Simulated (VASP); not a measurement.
Write the native input for VASP 6.6.1 that does the following.

```
Task                   : single point
Functional             : PBEsol
Potentials or basis    : VASP PAW PBE potentials, release 64 (Li_sv, F)
Cutoff                 : 520 eV
k mesh                 : 9 × 9 × 6
Occupations            : gaussian, width 0.05 eV
Spin                   : no spin polarisation
Dipole correction      : no
Further INCAR settings : ALGO = Normal; EDIFF = 1e-07; NBANDS = 18
```

The structure of LiF lies in POSCAR:

```
LiF
1.0
    2.8160646321      0.0000000000      0.0000000000
   -1.4080323160      2.4387835101      0.0000000000
    0.0000000000      0.0000000000      4.6150315872
Li F
2 2
Direct
    0.3333333333      0.6666666667      0.3811542600
    0.6666666667      0.3333333333      0.8811542600
    0.3333333333      0.6666666667      0.9938437400
    0.6666666667      0.3333333333      0.4938437400
```

This cell differs from its parent crystal: strain -0.080 along x and y, -0.040 along z.

These files were run (other wordings do the same):

INCAR

```
ALGO     = Normal         # electronic algorithm
EDIFF    = 1E-7           # SCF threshold, eV
ENCUT    = 520            # plane-wave cutoff, eV
GGA      = PS             # functional
ISIF     = 2              # what is computed and relaxed
ISMEAR   = 0              # smearing method
LASPH    = True           # aspherical terms in the spheres
LCHARG   = False          # write CHGCAR
LREAL    = False          # projectors in reciprocal space
LWAVE    = False          # write WAVECAR
NBANDS   = 18             # bands
NELM     = 60             # most SCF steps
PREC     = Accurate       # precision mode
SIGMA    = 0.05           # smearing width, eV
```

KPOINTS

```
k-points
0
Gamma
  9 9 6
```

Potentials or basis: VASP PAW PBE potentials, release 64 (Li_sv, F).

The run is started by

```sh
$ cat potpaw_PBE.64/Li_sv/POTCAR potpaw_PBE.64/F/POTCAR > POTCAR
$ mpirun -np 1 vasp_std > vasp.out
```

Results of the run:

```json
{"Largest force": "0.344 eV/Å", "Band gap on the k mesh": "9.01 eV, direct"}
```

Caveat: the cell differs from its parent crystal (strain -0.080 along x and y, -0.040 along z); the PAW data sets were made with another functional, which shifts forces and pressure a little.

It took 38 s on 1 thread of Intel Xeon 8259CL (shared host), peak memory 0.16 GiB.
